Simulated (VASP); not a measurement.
Set up this calculation in VASP 6.6.1, as the native input.

- Task: single point
- Functional: r2SCAN
- Dispersion: D3(BJ)
- Potentials or basis: VASP PAW PBE potentials, release 64 (Pb_d, Cs_sv, Cl)
- Cutoff: 520 eV
- k mesh: 5 × 5 × 5
- Occupations: fermi-dirac, width 0.05 eV
- Spin: no spin polarisation
- Dipole correction: no
- Further INCAR settings: ALGO = Normal; EDIFF = 1e-06; NBANDS = 30

CsPbCl3:

```xyz
5
Lattice="5.6408 0.0000 0.0000 0.0000 5.6408 0.0000 0.0000 0.0000 5.6408" Properties=species:S:1:pos:R:3 pbc="T T T"
Pb    2.8204    2.8204    2.8204
Cs    0.0000    0.0000    0.0000
Cl    2.8204    0.0000    2.8204
Cl    0.0000    2.8204    2.8204
Cl    2.8204    2.8204    0.0000
```

One way to write it, as run:

POSCAR

```
CsPbCl3
1.0
    5.6407877071      0.0000000000      0.0000000000
    0.0000000000      5.6407877071      0.0000000000
    0.0000000000      0.0000000000      5.6407877071
Pb Cs Cl
1 1 3
Direct
    0.5000000000      0.5000000000      0.5000000000
    0.0000000000      0.0000000000      0.0000000000
    0.5000000000      0.0000000000      0.5000000000
    0.0000000000      0.5000000000      0.5000000000
    0.5000000000      0.5000000000      0.0000000000
```

INCAR.step1

```
PREC     = Accurate       # precision mode
ENCUT    = 520            # plane-wave cutoff, eV
ISMEAR   = -1             # smearing method
SIGMA    = 0.05           # smearing width, eV
LREAL    = False          # projectors in reciprocal space
LASPH    = True           # aspherical terms in the spheres
NELM     = 60             # most SCF steps
NBANDS   = 30             # bands
GGA      = PE             # functional
ALGO     = Normal         # electronic algorithm
EDIFF    = 1E-4           # SCF threshold, eV
LWAVE    = True           # write WAVECAR
LCHARG   = False          # write CHGCAR
```

INCAR.step2

```
PREC     = Accurate       # precision mode
ENCUT    = 520            # plane-wave cutoff, eV
EDIFF    = 1E-6           # SCF threshold, eV
ISMEAR   = -1             # smearing method
SIGMA    = 0.05           # smearing width, eV
LREAL    = False          # projectors in reciprocal space
LASPH    = True           # aspherical terms in the spheres
NELM     = 60             # most SCF steps
ALGO     = Normal         # electronic algorithm
ISIF     = 2              # what is computed and relaxed
LWAVE    = False          # write WAVECAR
LCHARG   = True           # write CHGCAR
METAGGA  = R2SCAN         # meta-GGA
LMIXTAU  = True         
IVDW     = 12             # dispersion correction
VDW_S6   = 1.0          
VDW_S8   = 0.78981345   
VDW_A1   = 0.49484001   
VDW_A2   = 5.73083694   
LELF     = True           # ELF
LVHAR    = True         
NBANDS   = 30             # bands
ISTART   = 1
```

KPOINTS

```
regular mesh
0
Gamma
  5 5 5
```

Potentials or basis: VASP PAW PBE potentials, release 64 (Pb_d, Cs_sv, Cl).

Launch:

```bash
$ cat potpaw_PBE.64/Pb_d/POTCAR potpaw_PBE.64/Cs_sv/POTCAR potpaw_PBE.64/Cl/POTCAR > POTCAR
$ cp INCAR.step1 INCAR
$ mpirun -np 1 vasp_std > vasp.out
$ cp INCAR.step2 INCAR
$ mpirun -np 1 vasp_std > vasp.out
```

Results of the run:

- Pressure: 0.0 GPa
- Band gap on the k mesh: 3.36 eV, direct
- Dispersion energy per atom: -0.091 eV

Caveat: the PAW data sets were made with another functional, which shifts forces and pressure a little; spin-orbit coupling is left out, which moves the levels of the heavy elements.

Run time: 92 s on 1 thread of Intel(R) Xeon(R) 6975P-C (Granite Rapids) (shared host), peak memory 0.31 GiB.
